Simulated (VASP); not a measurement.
# CdTe (F-43m) in VASP: a series of runs, part 2 of 2

VASP 6.6.1.

## Step 3: Single point, PBEsol

This run uses another cell than the first one, of 34.19 Å³/atom, 0.967 times its volume.

The input, INCAR:

```
SYSTEM = CdTe
  PREC = Accurate
  ENCUT = 520
  EDIFF = 1E-7
  ISMEAR = 0
  SIGMA = 0.02
  LREAL = .FALSE.
  LASPH = .TRUE.
  NELM = 100
  ALGO = Normal
  ISIF = 2
  LWAVE = .FALSE.
  LCHARG = .FALSE.
  GGA = PS
  NBANDS = 16
```

The input, KPOINTS:

```
regular mesh
0
G
  10 10 10
  0 0 0
```

The input, POSCAR:

```
CdTe
1.0
    0.0000000000      3.2455170116      3.2455170116
    3.2455170116      0.0000000000      3.2455170116
    3.2455170116      3.2455170116      0.0000000000
Cd Te
1 1
Direct
    0.0000000000      0.0000000000      0.0000000000
    0.7500000000      0.7500000000      0.7500000000
```

Potentials or basis: VASP PAW PBE potentials, release 64 (Cd, Te).

Command:

```bash
$ cat potpaw_PBE.64/Cd/POTCAR potpaw_PBE.64/Te/POTCAR > POTCAR
$ mpirun -np 1 vasp_std > vasp.out
```

OUTCAR:

```text
SYSTEM = CdTe
   PREC = Accurate
   ENCUT = 520
   EDIFF = 1E-7
   ISMEAR = 0
   LREAL = .FALSE.
   LASPH = .TRUE.
   NELM = 100
   ISIF = 2
   GGA = PS

 ion  position               nearest neighbor table
   1  0.000  0.000  0.000-   2 2.81   2 2.81   2 2.81   2 2.81
   2  0.750  0.750  0.750-   1 2.81   1 2.81   1 2.81   1 2.81

  LATTYP: Found a face centered cubic cell.
 ALAT       =     6.4910340232

  Lattice vectors:

 A1 = (   0.0000000000,   3.2455170116,   3.2455170116)
 A2 = (   3.2455170116,   0.0000000000,   3.2455170116)
 A3 = (   3.2455170116,   3.2455170116,   0.0000000000)
[... 625 lines left out ...]
      4      -5.8877      2.00000
      5      -5.7857      2.00000
      6      -5.5601      2.00000
[... 8 lines left out ...]
     15      12.6595      0.00000
     16      13.7358      0.00000

 [... further k-points ...]
[... 5 lines left out ...]
  --------------------------------------------------------------------------------------
  -------------------------------------------------------------------------------------
  Total        0.0533924      0.0533924      0.0533924     -0.0000000      0.0000000     -0.0000000
  in kB        1.2511460      1.2511460      1.2511460     -0.0000000      0.0000000     -0.0000000
  external PRESSURE =       1.2511460 kB  Pullay stress =       0.0000000 kB

 VOLUME and BASIS-vectors are now :
 -----------------------------------------------------------------------------
  energy-cutoff  :      520.00
  volume of cell :       68.37
      direct lattice vectors                 reciprocal lattice vectors
     0.000000000  3.245517012  3.245517012    -0.154058659  0.154058659  0.154058659
     3.245517012  0.000000000  3.245517012     0.154058659 -0.154058659  0.154058659
     3.245517012  3.245517012  0.000000000     0.154058659  0.154058659 -0.154058659

 POSITION                                       TOTAL-FORCE (eV/Angst)
 -----------------------------------------------------------------------------------
      0.00000      0.00000      0.00000        -0.000000     -0.000000      0.000000
      4.86828      4.86828      4.86828         0.000000      0.000000     -0.000000
 -----------------------------------------------------------------------------------
    total drift:                                0.000000      0.000000      0.000000

  FREE ENERGIE OF THE ION-ELECTRON SYSTEM (eV)
  ---------------------------------------------------
  free  energy   TOTEN  =        -5.4903920321 eV

  energy  without entropy=       -5.4903920321  energy(sigma->0) =       -5.49039203
```

OSZICAR:

```text
N       E                     dE             d eps       ncg     rms          rms(c)
DAV:   1     0.100674158369E+03    0.10067E+03   -0.82079E+03  1512   0.970E+02
DAV:   2    -0.223006654955E+01   -0.10290E+03   -0.97875E+02  1848   0.238E+02
DAV:   3    -0.571424198136E+01   -0.34842E+01   -0.34799E+01  1824   0.456E+01
DAV:   4    -0.574516313588E+01   -0.30921E-01   -0.30919E-01  2312   0.378E+00
DAV:   5    -0.574522753247E+01   -0.64397E-04   -0.64396E-04  1912   0.164E-01    0.540E+00
DAV:   6    -0.550893682951E+01    0.23629E+00   -0.43491E-01  1856   0.827E+00    0.451E+00
DAV:   7    -0.549127811879E+01    0.17659E-01   -0.99051E-02  1824   0.208E+00    0.182E+00
DAV:   8    -0.549036930888E+01    0.90881E-03   -0.98476E-03  1672   0.113E+00    0.474E-01
DAV:   9    -0.549034233857E+01    0.26970E-04   -0.74458E-04  1824   0.293E-01    0.110E-01
DAV:  10    -0.549037108112E+01   -0.28743E-04   -0.10320E-04  1904   0.936E-02    0.537E-02
DAV:  11    -0.549039399128E+01   -0.22910E-04   -0.44648E-05  1816   0.390E-02    0.363E-02
DAV:  12    -0.549039219594E+01    0.17953E-05   -0.35972E-06  1792   0.130E-02    0.191E-02
DAV:  13    -0.549039206074E+01    0.13520E-06   -0.51168E-07  1944   0.343E-03    0.102E-02
DAV:  14    -0.549039203210E+01    0.28633E-07   -0.39479E-07  1736   0.421E-03
   1 F= -.54903920E+01 E0= -.54903920E+01  d E =-.754669E-22
```

stdout:

```text
POSCAR found type information on POSCAR CdTe
 POSCAR found :  2 types and       2 ions
 scaLAPACK will be used
 -----------------------------------------------------------------------------
|                                                                             |
|                                                                             |
|     You enforced a specific xc type in the INCAR file but a different       |
|     I HOPE YOU KNOW WHAT YOU ARE DOING!                                     |
|                                                                             |
 -----------------------------------------------------------------------------

 LDA part: xc-table for (Slater+PW92), standard interpolation
 POSCAR, INCAR and KPOINTS ok, starting setup
 FFT: planning ... GRIDC
 FFT: planning ... GRID_SOFT
 FFT: planning ... GRID
 WAVECAR not read
 entering main loop
```

Run time: 45 s. Hardware: 1 thread of AMD EPYC 9R45 (Zen 5), shared host; peak memory 0.2 GiB.

What came out:

```yaml
Free_energy: -5.4904 eV
Pressure: 0.1 GPa
Band_gap_on_the_k_mesh: 0.65 eV, direct
```

Caveat: the PAW data sets were made with another functional, which shifts forces and pressure a little; spin-orbit coupling is left out, which moves the levels of the heavy elements.

## Step 4: Relaxation of cell and atoms, PBEsol

The input, INCAR:

```
SYSTEM = CdTe
PREC = Accurate
ENCUT = 600
EDIFF = 1E-6
ISMEAR = 0
SIGMA = 0.02
LREAL = .False.
LASPH = .True.
NELM = 80
ALGO = Normal
ISIF = 3
LWAVE = .False.
LCHARG = .False.
GGA = PS
IBRION = 2
NSW = 100
EDIFFG = -0.005
```

The input, KPOINTS:

```
regular mesh
0
Gamma
  10 10 10
  0 0 0
```

The input, POSCAR:

```
CdTe
1.0
    0.0000000000      3.2821135600      3.2821135600
    3.2821135600      0.0000000000      3.2821135600
    3.2821135600      3.2821135600      0.0000000000
Cd Te
1 1
Direct
    0.0000000000      0.0000000000      0.0000000000
    0.7500000000      0.7500000000      0.7500000000
```

Command:

```bash
$ cat potpaw_PBE.64/Cd/POTCAR potpaw_PBE.64/Te/POTCAR > POTCAR
$ mpirun -np 1 vasp_std > vasp.out
```

It took 3.1 min on 1 thread of AMD EPYC 9R45 (Zen 5), shared host; peak memory 0.24 GiB.

Results (log left out):

| Quantity | Value |
| --- | --- |
| Free energy | -5.4910 eV |
| Relaxed volume | 34.27 Å³/atom |
| Relaxed cell | a = 4.594 Å, b = 4.594 Å, c = 4.594 Å, α = 60.00°, β = 60.00°, γ = 60.00° |
| Space group after relaxing (to 0.05 Å) | F-43m (No. 216) |
| Energy gained by relaxing | 4.3 meV/atom |
| Ionic steps | 13 |
| Pressure after relaxing | 0.0 GPa |
| Band gap on the k mesh | 0.64 eV, direct |

The path:
```csv
step,energy change (eV),largest force (eV/Å),pressure (GPa),volume (Å³)
1,0.0000,0.0000,-1.21,70.71
2,-0.0081,0.0000,0.31,68.02
3,-0.0086,0.0000,0.04,68.51
4,-0.0086,0.0000,-0.04,68.58
5,-0.0086,0.0000,-0.04,68.58
6,-0.0086,0.0000,-0.03,68.57
7,-0.0086,0.0000,-0.03,68.57
8,-0.0086,0.0000,-0.03,68.57
9,-0.0086,0.0000,-0.04,68.57
10,-0.0086,0.0000,-0.04,68.57
11,-0.0086,0.0000,-0.04,68.56
12,-0.0086,0.0000,-0.03,68.55
13,-0.0086,0.0000,-0.02,68.54
```

Final structure:
```xyz
2
Lattice="0.0000 3.2482 3.2482 3.2482 0.0000 3.2482 3.2482 3.2482 0.0000" Properties=species:S:1:pos:R:3 pbc="T T T"
Cd    0.0000    3.2482    3.2482
Te    4.8722    4.8722    4.8722
```

Levels at points of the mesh, in eV from the valence-band top:
| k point | band 6 | band 7 | band 8 | band 9 | band 10 | band 11 | band 12 | band 13 |
| --- | --- | --- | --- | --- | --- | --- | --- | --- |
| (0.00, 0.00, 0.00) | -7.97 | 0.00 | 0.00 | 0.00 | 0.64 | 4.55 | 4.55 | 4.55 |
| (0.50, 0.00, 0.00) | -7.63 | -4.43 | -0.77 | -0.77 | 1.73 | 5.13 | 5.13 | 6.93 |
| (0.50, 0.50, 0.00) | -7.50 | -4.31 | -1.86 | -1.86 | 2.51 | 2.60 | 8.68 | 9.04 |

Caveat: the PAW data sets were made with another functional, which shifts forces and pressure a little; spin-orbit coupling is left out, which moves the levels of the heavy elements. Expect the measured gap to be larger: semilocal functionals such as PBEsol lack the derivative discontinuity.

## Step 5: Overview

```tsv
task	cell	k mesh	cutoff (eV)	smearing	gap on the mesh (eV)	pressure (GPa)
single point	a = 4.642 Å, angles 60.0°, 2 atoms	6 × 6 × 6	520	gaussian 0.1 eV	0.55	-1.2
single point	a = 4.590 Å, angles 60.0°, 2 atoms	10 × 10 × 10	520	gaussian 0.02 eV	0.65	0.1
relaxation of cell and atoms	relaxed from a = 4.642 Å, angles 60.0°, 2 atoms	10 × 10 × 10	600	gaussian 0.02 eV	0.64	0.0
```

Alike in all rows: level PBEsol; potentials or basis VASP PAW PBE potentials, release 64 (Cd, Te); no spin polarisation.

Caveats: the PAW data sets were made with another functional, which shifts forces and pressure a little; spin-orbit coupling is left out, which moves the levels of the heavy elements.

Absolute energies hang on the potentials; compare differences alone.
